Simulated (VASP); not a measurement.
# Al15GeO24 (a cell with a defect): single point with PBE

The system is Al15GeO24 (a cell with a defect).

```xyz
40
Lattice="2.4039 1.3879 4.3742 -4.8079 2.7758 8.7484 0.0000 -5.5517 8.7484" Properties=species:S:1:pos:R:3 pbc="T T T"
Al    0.0302    0.0105    8.6177
Al   -0.0138    0.0101    1.9655
Al   -0.0048    0.0003    4.6108
Al    0.0073   -2.8316   12.8919
Al   -0.0335   -2.7942   15.5696
Al    0.0469   -2.7821    6.3243
Al    0.0530   -2.7772    9.0038
Al   -2.4543    1.4069   12.8909
Al   -2.3931    1.3987   15.5679
Al   -2.4276    1.3806    6.3107
Al   -2.4538    1.4105    8.9747
Al   -2.3971   -1.3898   17.2443
Al   -2.3994   -1.3875   19.9324
Al   -2.4009   -1.4054   10.6518
Al   -2.4087   -1.4354   13.3581
Ge    0.0325   -0.0015   11.4923
O     0.9495   -1.3834    5.4517
O     1.6908    0.1191    7.6711
O    -1.6608   -0.0184    5.3694
O     0.7304    1.4939    5.4684
O    -0.4257   -1.5257    7.6981
O    -0.9542    1.3606    7.6455
O     0.9319   -4.1640    9.8540
O     1.6788   -2.6686   12.0350
O    -1.6773   -2.9043    9.7879
O     0.8464   -1.3265    9.8183
O    -0.7457   -4.2896   11.9995
O    -1.0758   -1.6537   12.0488
O    -1.5831   -0.0672    9.6758
O    -0.9344    1.7955   12.0321
O    -4.0895    1.3003    9.8998
O    -1.6902    2.9008    9.8213
O    -3.1197   -0.1218   12.0088
O    -3.3680    2.8156   12.0499
O    -1.4845   -2.7978   14.2491
O    -0.7891   -1.3142   16.3813
O    -4.0612   -1.5107   14.2022
O    -1.6639    0.1033   14.1636
O    -3.1566   -2.8058   16.3943
O    -3.2505   -0.0487   16.3534
```

```
Program                : VASP 6.6.1
Task                   : single point
Functional             : PBE
Potentials or basis    : VASP PAW PBE potentials, release 64 (Al, Ge_d, O)
Cutoff                 : 520 eV
k mesh                 : 1 × 1 × 1, shifted
Occupations            : gaussian, width 0.01 eV
Spin                   : no spin polarisation
Dipole correction      : no
Charge                 : -1
Further INCAR settings : LREAL = Auto; ALGO = Normal; EDIFF = 1e-07; NBANDS = 128; NELECT = 204.0
```

```yaml
Largest_force: 0.018 eV/Å
```

Forces on the atoms (eV/Å):
```
Al   0.002  0.003 -0.011
Al  -0.004  0.004 -0.010
Al   0.004  0.000  0.012
Al   0.014 -0.002 -0.010
Al   0.012  0.002  0.004
Al   0.001  0.003 -0.001
Al  -0.008 -0.003  0.008
Al  -0.004 -0.005 -0.009
Al  -0.007  0.002  0.011
Al  -0.004 -0.006  0.001
Al   0.006  0.009  0.010
Al  -0.002  0.001 -0.010
Al  -0.001 -0.004  0.014
Al   0.007  0.001 -0.003
Al  -0.003  0.003  0.011
Ge  -0.013  0.009 -0.002
O   -0.003 -0.006  0.003
O   -0.002 -0.006  0.000
O   -0.003  0.008 -0.001
O    0.003 -0.003  0.004
O    0.017  0.000  0.003
O    0.002 -0.003  0.007
O    0.004 -0.005 -0.001
O   -0.003  0.004  0.004
O    0.004  0.006  0.002
O   -0.002 -0.006 -0.015
O   -0.007  0.005 -0.002
O   -0.015 -0.010 -0.003
O   -0.004  0.001  0.002
O   -0.003  0.007 -0.008
O    0.007  0.003 -0.003
O    0.000 -0.008 -0.004
O   -0.002  0.003 -0.001
O    0.005  0.002 -0.001
O   -0.004  0.002  0.005
O    0.002 -0.001 -0.003
O    0.003  0.003 -0.002
O   -0.006 -0.004  0.002
O    0.003 -0.007 -0.001
O    0.002  0.000 -0.002
```

Levels at points of the mesh, in eV from the Fermi level:
```tsv
k point	band 100	band 101	band 102	band 103	band 104	band 105
(0.25, 0.25, 0.25)	-3.17	-3.07	-0.06	3.56	4.01	4.78
```

It took 2.6 min on 1 thread of Intel(R) Xeon(R) Platinum 8488C (Sapphire Rapids), with other jobs on the host, peak memory 0.53 GiB.

Caveat: the k points lie up to 1.22 Å⁻¹ apart, too coarse for converged energies, forces and pressures; the cell carries a net charge on a neutralising background, which shifts energy and pressure; the cell is charged against a uniform background, so pressure and absolute levels hang on convention.
